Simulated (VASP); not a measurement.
Set up this calculation in VASP 6.6.1, as the native input.

| Item | Value |
| --- | --- |
| Task | single point |
| Functional | PBE |
| Potentials or basis | VASP PAW PBE potentials, release 64 (Ba_sv, Ti_sv, O_h) |
| Cutoff | 1340 eV |
| k mesh | 8 × 8 × 6 |
| Occupations | gaussian, width 0.02 eV |
| Spin | no spin polarisation |
| Dipole correction | no |
| Further INCAR settings | ALGO = Normal; EDIFF = 1e-06; NBANDS = 28 |

The structure of BaTiO3 lies in POSCAR:

```
BaTiO3
1.0
    3.8658863003      0.0000000000      0.0000000000
    0.0000000000      3.8658863003      0.0000000000
    0.0000000000      0.0000000000      4.5694207611
Ba Ti O
1 1 3
Direct
    0.5000000000      0.5000000000      0.6199797949
    0.0000000000      0.0000000000      0.1248770125
    0.0000000000      0.5000000000      0.0493381201
    0.5000000000      0.0000000000      0.0493381201
    0.0000000000      0.0000000000      0.5164639423
```

These files were run (other wordings do the same):

INCAR

```
SYSTEM = BaTiO3
ALGO = Normal
EDIFF = 1E-6
ENCUT = 1340
GGA = PE
GGA_COMPAT = .FALSE.
ISIF = 2
ISMEAR = 0
LASPH = .TRUE.
LCHARG = .FALSE.
LREAL = .FALSE.
LWAVE = .FALSE.
NBANDS = 28
NELM = 120
PREC = Accurate
SIGMA = 0.02
```

KPOINTS

```
k-points
0
G
  8 8 6
  0 0 0
```

Potentials or basis: VASP PAW PBE potentials, release 64 (Ba_sv, Ti_sv, O_h).

The run is started by

```bash
$ cat potpaw_PBE.64/Ba_sv/POTCAR potpaw_PBE.64/Ti_sv/POTCAR potpaw_PBE.64/O_h/POTCAR > POTCAR
$ mpirun -np 1 vasp_std > vasp.out
```

Results of the run:

```json
{"Pressure": "4.6 GPa", "Largest force": "0.106 eV/Å", "Band gap on the k mesh": "1.88 eV (least direct gap 2.68 eV)"}
```

Caveat: the stress differs along the axes, from 1 to 6 GPa; spin-orbit coupling is left out, which moves the levels of the heavy elements.

Run time: 8.2 min on 1 thread of Intel(R) Xeon(R) Platinum 8259CL CPU @ 2.50GHz (Skylake/Cascade Lake), with other jobs on the host, peak memory 0.68 GiB.
